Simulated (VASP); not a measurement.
CuO:

```
Cu O
1.0
     1.97106   -2.13201    0.00000
     1.97106    2.13201    0.00000
     0.00000    0.00000    5.15593
Cu O
2 2
Direct
  0.50000 0.00000 0.00000
  0.00000 0.50000 0.50000
  0.50000 0.50000 0.25000
  0.50000 0.50000 0.75000
```

Base run:

- Program: VASP 6.6.1
- Functional: PBEsol
- Potentials or basis: VASP PAW PBE potentials, release 64 (Cu, O)
- Cutoff: 520 eV
- k mesh: 8 × 8 × 5
- Occupations: fermi-dirac, width 0.05 eV
- Spin: no spin polarisation

Its results: band gap on the k mesh zero (band 17 reaches 5.57 eV, above the bottom of band 18 at 4.70 eV); pressure -2.7 GPa.

Q: The run is repeated on the same cell with these changes: functional from PBEsol to PBE. What comes out?

A: Band gap on the k mesh zero (band 17 reaches 5.73 eV, above the bottom of band 18 at 4.88 eV); pressure 5.0 GPa.

PBE binds less tightly than PBEsol, so the same cell stands under more pressure.

Caveats: semilocal functionals often make such compounds metallic where correlation or magnetic order opens a gap, which also shifts bond lengths; the PAW data sets were made with another functional, which shifts forces and pressure a little (some runs).
